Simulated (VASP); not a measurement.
# CdS (Fm-3m) in VASP: further runs

The runs below take CdS through single point, relaxation of cell and atoms, with LDA.

Everything below comes from runs of VASP 6.6.1. Logs are shortened: lines on timing, memory, paths and dates and some standing lists are left out, and cuts for length are marked.

### Step 1. The cell of the first run

The structure is cubic, space group Fm-3m (No. 225). Conventional cell: a = 5.340 Å, b = 5.340 Å, c = 5.340 Å, α = 90.00°, β = 90.00°, γ = 90.00°. Cd (site symmetry m-3m) has 6 S at 2.67 Å within 3.5 Å. S (site symmetry m-3m) has 6 Cd at 2.67 Å within 3.5 Å.

### Step 2. Single point, LDA

Contents of INCAR:

```
  PREC = Accurate
  ENCUT = 520
  EDIFF = 1E-6
  ISMEAR = -1
  SIGMA = 0.02
  LREAL = False
  LASPH = True
  NELM = 100
  ALGO = Normal
  ISIF = 2
  LWAVE = False
  LCHARG = True
  LELF = True
  LVHAR = True
  NBANDS = 16
```

Contents of KPOINTS:

```
Automatic mesh
0
Gamma
  9 9 9
```

Contents of POSCAR:

```
CdS
1.0
    0.0000000000      2.6697820582      2.6697820582
    2.6697820582      0.0000000000      2.6697820582
    2.6697820582      2.6697820582      0.0000000000
Cd S
1 1
Direct
    0.0000000000      0.0000000000      0.0000000000
    0.5000000000      0.5000000000      0.5000000000
```

Potentials or basis: VASP PAW LDA potentials, release 64 (Cd, S).

Command:

```console
> cat potpaw_LDA.64/Cd/POTCAR potpaw_LDA.64/S/POTCAR > POTCAR
> mpirun -np 1 vasp_std > vasp.out
```

OUTCAR:

```text
PREC = Accurate
   ENCUT = 520
   EDIFF = 1E-6
   ISMEAR = -1
   LREAL = False
   LASPH = True
   NELM = 100
   ISIF = 2

 ion  position               nearest neighbor table
   1  0.000  0.000  0.000-   2 2.67   2 2.67   2 2.67   2 2.67   2 2.67   2 2.67
   2  0.500  0.500  0.500-   1 2.67   1 2.67   1 2.67   1 2.67   1 2.67   1 2.67

  LATTYP: Found a face centered cubic cell.
 ALAT       =     5.3395641164

  Lattice vectors:

 A1 = (   0.0000000000,   2.6697820582,   2.6697820582)
 A2 = (   2.6697820582,   0.0000000000,   2.6697820582)
 A3 = (   2.6697820582,   2.6697820582,   0.0000000000)

Analysis of symmetry for initial positions (statically):
=====================================================================
 Subroutine PRICEL returns:
 Original cell was already a primitive cell.

 Routine SETGRP: Setting up the symmetry group for a
 face centered cubic supercell.

 Subroutine GETGRP returns: Found 48 space group operations
 (whereof 48 operations were pure point group operations)
 out of a pool of 48 trial point group operations.

The static configuration has the point symmetry O_h .

Analysis of symmetry for dynamics (positions and initial velocities):
=====================================================================
 Subroutine PRICEL returns:
 Original cell was already a primitive cell.

 Routine SETGRP: Setting up the symmetry group for a
 face centered cubic supercell.

 Subroutine GETGRP returns: Found 48 space group operations
 (whereof 48 operations were pure point group operations)
 out of a pool of 48 trial point group operations.

The dynamic configuration has the point symmetry O_h .

 Subroutine INISYM returns: Found 48 space group operations
 (whereof 48 operations are pure point group operations),
 and found     1 'primitive' translations

----------------------------------------------------------------------------------------

                                     Primitive cell

  volume of cell :      38.0590

  direct lattice vectors                    reciprocal lattice vectors
     0.000000000  2.669782058  2.669782058    -0.187281205  0.187281205  0.187281205
     2.669782058  0.000000000  2.669782058     0.187281205 -0.187281205  0.187281205
     2.669782058  2.669782058  0.000000000     0.187281205  0.187281205 -0.187281205

  length of vectors
     3.775641995  3.775641995  3.775641995     0.324380562  0.324380562  0.324380562

  position of ions in fractional coordinates (direct lattice)
     0.000000000  0.000000000  0.000000000
     0.500000000  0.500000000  0.500000000

  ion indices of the primitive-cell ions
   primitive index   ion index
                 1           1
                 2           2

----------------------------------------------------------------------------------------

 KPOINTS: Automatic mesh

Automatic generation of k-mesh.
 Grid dimensions read from file:
 generate k-points for:    9    9    9

 Generating k-lattice:

  Cartesian coordinates                     Fractional coordinates (reciprocal lattice)
    -0.020809023  0.020809023  0.020809023     0.111111111  0.000000000  0.000000000
     0.020809023 -0.020809023  0.020809023     0.000000000  0.111111111  0.000000000
     0.020809023  0.020809023 -0.020809023     0.000000000  0.000000000  0.111111111

  Length of vectors
     0.036042285  0.036042285  0.036042285

  Shift w.r.t. Gamma in fractional coordinates (k-lattice)
     0.000000000  0.000000000  0.000000000

 Subroutine IBZKPT returns following result:
 ===========================================

 Found     35 irreducible k-points:

 Following reciprocal coordinates:
            Coordinates               Weight
  0.000000  0.000000  0.000000      1.000000
  0.111111  0.000000  0.000000      8.000000
  0.222222  0.000000  0.000000      8.000000
  0.333333  0.000000  0.000000      8.000000
  0.444444  0.000000  0.000000      8.000000
  0.111111  0.111111  0.000000      6.000000
[... 16 lines left out ...]
 -0.333333  0.333333  0.000000     12.000000
  0.444444  0.444444  0.000000      6.000000
 [... further k-points ...]
   k-points           NKPTS =     35   k-points in BZ     NKDIM =     35   number of bands    NBANDS=     16
   number of dos      NEDOS =    301   number of ions     NIONS =      2
   total plane-waves  NPLWV =  21952
   dimension x,y,z NGX =    28 NGY =   28 NGZ =   28
   dimension x,y,z NGXF=    56 NGYF=   56 NGZF=   56
   ions per type =               1   1
   NGX,Y,Z   is equivalent  to a cutoff of  12.33, 12.33, 12.33 a.u.
   NGXF,Y,Z  is equivalent  to a cutoff of  24.66, 24.66, 24.66 a.u.
 SYSTEM =  unknown system
   PREC   = accura    normal or accurate (medium, high low for compatibility)
   ISTART =      0    job   : 0-new  1-cont  2-samecut
   ICHARG =      2    charge: 1-file 2-atom 10-const
   ISPIN  =      1    spin polarized calculation?
   LNONCOLLINEAR =      F non collinear calculations
   LSORBIT =      F    spin-orbit coupling
   LASPH  =      T    aspherical Exc in radial PAW
   ENCUT  =  520.0 eV  38.22 Ry    6.18 a.u.   7.02  7.02  7.02*2*pi/ulx,y,z
   NELM   =    100;   NELMIN=  2; NELMDL= -5     # of ELM steps
   EDIFF  = 0.1E-05   stopping-criterion for ELM
   LREAL  =      F    real-space projection
   EDIFFG = 0.1E-04   stopping-criterion for IOM
   NSW    =      0    number of steps for IOM
   IBRION =     -1    ionic relax: 0-MD 1-quasi-New 2-CG
   NFREE  =      0    steps in history (QN), initial steepest desc. (CG)
   ISIF   =      2    stress and relaxation
   ISYM   =      2    0-nonsym 1-usesym 2-fastsym
   POTIM  = 0.5000    time-step for ionic-motion
   TEBEG  =    0.0;   TEEND  =   0.0 temperature during run
   PSTRESS=    0.0 pullay stress
   NELECT =      18.0000    total number of electrons
   NUPDOWN=      -1.0000    fix difference up-down
   EMIN   =  10.00;   EMAX   =-10.00  energy-range for DOS
   EFERMI =   0.00;   METHOD = LEGACY
   ISMEAR =    -1;   SIGMA  =   0.02  broadening in eV -4-tet -1-fermi 0-gaus
   EFERMI_NEDOS =   21; number of points for ismear=-14 and -15
   IALGO  =     38    algorithm
   IMIX   =      4    mixing-type and parameters
     AMIX     =   0.40;   BMIX     =  1.00
     AMIX_MAG =   1.60;   BMIX_MAG =  1.00
  volume/ion in A,a.u.               =      19.03       128.42
  Fermi-wavevector in a.u.,A,eV,Ry     =   1.275498  2.410342 22.135260  1.626896
  Thomas-Fermi vector in A             =   2.408207
   LORBIT       =      0    0 simple, 1 ext, 2 COOP (PROOUT), +10 PAW based schemes
   GGA     = CA    functional components
   LHFCALC =     F    Hartree Fock is set to
   AEXX    =    0.0000 exact exchange contribution
   IVDW    =     0    specifies the selected vdW correction
   LEPSILON=     F    determine dielectric tensor
   LRPA    =     F    only Hartree local field effects (RPA)
 non-spin polarized calculation
  energy-cutoff  :      520.00
  volume of cell :       38.06
 maximum number of plane-waves:      1037
   NGX = 13   NGY = 13   NGZ = 13

 number of electron      18.0000005 magnetization

 Free energy of the ion-electron system (eV)
  ---------------------------------------------------
  ext. energy  EPLUGINS =         0.00000000
  ---------------------------------------------------
  free energy    TOTEN  =        -7.26505042 eV

  energy without entropy =       -7.26487904  energy(sigma->0) =       -7.26496473

 E-fermi :   3.6158     XC(G=0): -11.1098

 val. band max:        3.5233483468   @ k =  -0.3333   0.1111   0.0000
 cond. band min:       3.6735185448   @ k =   0.4444   0.4444   0.0000
 fundamental gap:      0.1501701980
 Fermi energy:         3.6157551045

 k-point     1 :       0.0000    0.0000    0.0000
  band No.  band energies     occupation
      1      -9.8152      2.00000
      2      -4.3292      2.00000
      3      -4.3292      2.00000
      4      -4.3243      2.00000
      5      -4.3243      2.00000
      6      -4.3243      2.00000
[... 8 lines left out ...]
     15      15.1537      0.00000
     16      15.1537      0.00000

 k-point     2 :       0.1111    0.0000    0.0000
  band No.  band energies     occupation
      1      -9.6913      2.00000
      2      -4.3768      2.00000
      3      -4.3768      2.00000
      4      -4.3412      2.00000
      5      -4.2953      2.00000
      6      -4.2953      2.00000
[... 8 lines left out ...]
     15      13.9291      0.00000
     16      14.7390      0.00000

 k-point     3 :       0.2222    0.0000    0.0000
  band No.  band energies     occupation
      1      -9.3464      2.00000
      2      -4.4946      2.00000
      3      -4.4946      2.00000
      4      -4.4028      2.00000
      5      -4.2190      2.00000
      6      -4.2190      2.00000
[... 8 lines left out ...]
     15      14.1782      0.00000
     16      14.4727      0.00000

 k-point     4 :       0.3333    0.0000    0.0000
  band No.  band energies     occupation
      1      -8.8771      2.00000
      2      -4.6218      2.00000
      3      -4.6218      2.00000
      4      -4.5341      2.00000
      5      -4.1302      2.00000
      6      -4.1302      2.00000
[... 8 lines left out ...]
     15      15.2174      0.00000
     16      15.2174      0.00000
[... 324 lines left out ...]
 k-point    22 :      -0.4444    0.3333    0.0000
  band No.  band energies     occupation
      1      -8.6191      2.00000
      2      -4.4875      2.00000
      3      -4.3954      2.00000
      4      -4.1707      2.00000
      5      -4.0163      2.00000
      6      -3.5560      2.00000
[... 8 lines left out ...]
     15      16.9554      0.00000
     16      19.1755      0.00000

 k-point    23 :      -0.3333    0.3333    0.0000
  band No.  band energies     occupation
      1      -8.5347      2.00000
      2      -4.5281      2.00000
      3      -4.5084      2.00000
      4      -4.2654      2.00000
      5      -4.0543      2.00000
      6      -3.7105      2.00000
[... 8 lines left out ...]
     15      15.6600      0.00000
     16      19.6916      0.00000

 k-point    24 :       0.4444    0.4444    0.0000
  band No.  band energies     occupation
      1      -8.7664      2.00000
      2      -4.5254      2.00000
      3      -4.1955      2.00000
      4      -3.9941      2.00000
      5      -3.9941      2.00000
      6      -3.3881      2.00000
[... 8 lines left out ...]
     15      18.1117      0.00000
     16      18.6436      0.00000

 [... further k-points ...]

------------------------ aborting loop because EDIFF is reached ----------------------------------------

  FORCE on cell =-STRESS in cart. coord.  units (eV):
  Direction    XX          YY          ZZ          XY          YZ          ZX
  --------------------------------------------------------------------------------------
  -------------------------------------------------------------------------------------
  Total        0.1764851      0.1764851      0.1764851     -0.0000000      0.0000000      0.0000000
  in kB        7.4295272      7.4295272      7.4295272     -0.0000000      0.0000000      0.0000000
  external PRESSURE =       7.4295272 kB  Pullay stress =       0.0000000 kB

 VOLUME and BASIS-vectors are now :
 -----------------------------------------------------------------------------
  energy-cutoff  :      520.00
  volume of cell :       38.06
      direct lattice vectors                 reciprocal lattice vectors
     0.000000000  2.669782058  2.669782058    -0.187281205  0.187281205  0.187281205
     2.669782058  0.000000000  2.669782058     0.187281205 -0.187281205  0.187281205
     2.669782058  2.669782058  0.000000000     0.187281205  0.187281205 -0.187281205

 POSITION                                       TOTAL-FORCE (eV/Angst)
 -----------------------------------------------------------------------------------
      0.00000      0.00000      0.00000         0.000000     -0.000000     -0.000000
      2.66978      2.66978      2.66978        -0.000000      0.000000      0.000000
 -----------------------------------------------------------------------------------
    total drift:                                0.000000      0.000000      0.000000

  FREE ENERGIE OF THE ION-ELECTRON SYSTEM (eV)
  ---------------------------------------------------
  free  energy   TOTEN  =        -7.2650504165 eV

  energy  without entropy=       -7.2648790393  energy(sigma->0) =       -7.26496473
```

Run time: 9.2 s. Hardware: 1 thread of Intel Xeon 6975P-C (Granite Rapids), shared host; peak memory 0.14 GiB.

Results:

| Item | Value |
| --- | --- |
| Free energy | -7.2651 eV |
| Pressure | 0.7 GPa |
| Band gap on the k mesh | 0.15 eV, indirect (least direct gap 1.95 eV) |

Levels at points of the mesh, in eV from the valence-band top:
```
           k point  band 7  band 8  band 9  band 10  band 11  band 12
(0.00, 0.00, 0.00)   -0.92   -0.92   -0.92     1.03     9.18     9.18
```

(Continued in part 2 of 2.)
